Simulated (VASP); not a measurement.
A run of VASP 6.6.1 is set up as follows.

The input INCAR:

```
ALGO = Normal
EDIFF = 1E-7
EDIFFG = -0.04
ENCUT = 600
GGA = PE
IBRION = 2
ISIF = 3
ISMEAR = 0
LASPH = T
LCHARG = F
LREAL = F
LWAVE = F
NELM = 60
NSW = 90
PREC = Accurate
SIGMA = 0.1
```

Contents of KPOINTS:

```
k-points
0
Gamma
  6 6 4
```

File POSCAR:

```
SiBiS
1.0
    5.1368771796      0.0000000000      0.0000000000
   -2.5684385898      4.4486661336      0.0000000000
    0.0000000000      0.0000000000      5.5934393734
Si Bi S
2 2 2
Direct
    0.3333333333      0.6666666667      0.7500000000
    0.6666666667      0.3333333333      0.2500000000
    0.3333333333      0.6666666667      0.2500000000
    0.6666666667      0.3333333333      0.7500000000
    0.0000000000      0.0000000000      0.0000000000
    0.0000000000      0.0000000000      0.5000000000
```

Potentials or basis: VASP PAW PBE potentials, release 64 (Si, Bi_d, S).

Launch:

```console
$ cat potpaw_PBE.64/Si/POTCAR potpaw_PBE.64/Bi_d/POTCAR potpaw_PBE.64/S/POTCAR > POTCAR
$ mpirun -np 1 vasp_std > vasp.out
```

Task: Estimate the space group after relaxing (to 0.05 Å).

Result: P6_3/mmc (No. 194).

Task: Estimate the relaxed cell.

Result: a = 5.179 Å, b = 5.179 Å, c = 5.585 Å, α = 90.00°, β = 90.00°, γ = 120.00°.

Final structure:
```yaml
crystal:
  lattice:
    - [5.17854, 0.00000, 0.00000]
    - [-2.58927, 4.48474, 0.00000]
    - [0.00000, 0.00000, 5.58459]
  atoms:
    - { symbol: Si, position: [0.33333, 0.66667, 0.75000] }
    - { symbol: Si, position: [0.66667, 0.33333, 0.25000] }
    - { symbol: Bi, position: [0.33333, 0.66667, 0.25000] }
    - { symbol: Bi, position: [0.66667, 0.33333, 0.75000] }
    - { symbol: S, position: [0.00000, 0.00000, 0.00000] }
    - { symbol: S, position: [0.00000, 0.00000, 0.50000] }
```
